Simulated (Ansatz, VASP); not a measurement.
**One calculation of GaP, two programs**

The input POSCAR:

```
GaP
1.0
    0.0000000000      2.7252500000      2.7252500000
    2.7252500000      0.0000000000      2.7252500000
    2.7252500000      2.7252500000      0.0000000000
Ga P
1 1
Direct
    0.0000000000      0.0000000000      0.0000000000
    0.7500000000      0.7500000000      0.7500000000
```

File INCAR.step1:

```
PREC     = Accurate       # precision mode
ENCUT    = 520            # plane-wave cutoff, eV
EDIFF    = 1E-5           # SCF threshold, eV
ISMEAR   = -1             # smearing method
SIGMA    = 0.05           # smearing width, eV
LREAL    = False          # projectors in reciprocal space
LASPH    = True           # aspherical terms in the spheres
NELM     = 60             # most SCF steps
ALGO     = Normal         # electronic algorithm
ISIF     = 2              # what is computed and relaxed
LWAVE    = True           # write WAVECAR
LCHARG   = False          # write CHGCAR
NBANDS   = 16             # bands
GGA      = PE             # functional
```

Contents of INCAR.step2:

```
PREC     = Accurate       # precision mode
ENCUT    = 520            # plane-wave cutoff, eV
EDIFF    = 1E-6           # SCF threshold, eV
ISMEAR   = -1             # smearing method
SIGMA    = 0.05           # smearing width, eV
LREAL    = False          # projectors in reciprocal space
LASPH    = True           # aspherical terms in the spheres
NELM     = 60             # most SCF steps
ALGO     = Normal         # electronic algorithm
ISIF     = 2              # what is computed and relaxed
LWAVE    = False          # write WAVECAR
LCHARG   = False          # write CHGCAR
GGA      = PE             # functional
LHFCALC  = True           # exact exchange
AEXX     = 0.25           # exact-exchange fraction
PRECFOCK = Normal       
NBANDS   = 16             # bands
ISTART   = 1
```

The input KPOINTS:

```
regular mesh
0
Gamma
  4 4 4
```

Contents of input.yaml:

```yaml
crystal:
  lattice:
    - [0.0, 2.72525, 2.72525]
    - [2.72525, 0.0, 2.72525]
    - [2.72525, 2.72525, 0.0]
  atoms:
    - { symbol: Ga, position: [0.0, 0.0, 0.0] }
    - { symbol: P, position: [0.75, 0.75, 0.75] }
hamiltonian:
  xc: pbe0
  pseudopotentials: { kind: paw }
kpoints:
  mp_grid: { grid: [4, 4, 4] }
  band_path:
    path:
      - [[0.0, 0.0, 0.0], [0.5, 0.0, 0.5], [0.5, 0.25, 0.75], [0.375, 0.375, 0.75], [0.0, 0.0, 0.0], [0.5, 0.5, 0.5], [0.625, 0.25, 0.625], [0.5, 0.25, 0.75], [0.5, 0.5, 0.5], [0.375, 0.375, 0.75]]
      - [[0.625, 0.25, 0.625], [0.5, 0.0, 0.5]]
    npoints: 4
scf:
  occupations: { method: fermi_dirac, width: 0.05 }
  n_extra_bands: 6
output:
  forces: true
  stress: true
  eigenvalues: true
  fatbands: false
```

Alike in both runs: functional PBE0; k mesh 4 × 4 × 4; occupations fermi-dirac, width 0.05 eV; no spin polarisation.

```csv
,VASP,Ansatz
version,VASP 6.6.1,Ansatz 0.2.0
potentials or method,"VASP PAW PBE potentials, release 64 (Ga_d, P)",Ansatz PAW
plane-wave cutoff (eV),520,420
valence electrons in the cell,18,18
task,single point,band structure
```

VASP gave:

- gap on the k mesh at the Fermi level (eV): 3.04
- least direct gap on the mesh (eV): 3.58
- pressure (GPa): 0.7

Problem. What did Ansatz give for the same quantities?

Solution. gap on the k mesh at the Fermi level (eV): 2.99; least direct gap on the mesh (eV): 3.53; pressure (GPa): 0.9.

The k mesh is coarse, so the values compare programs but aren't converged.
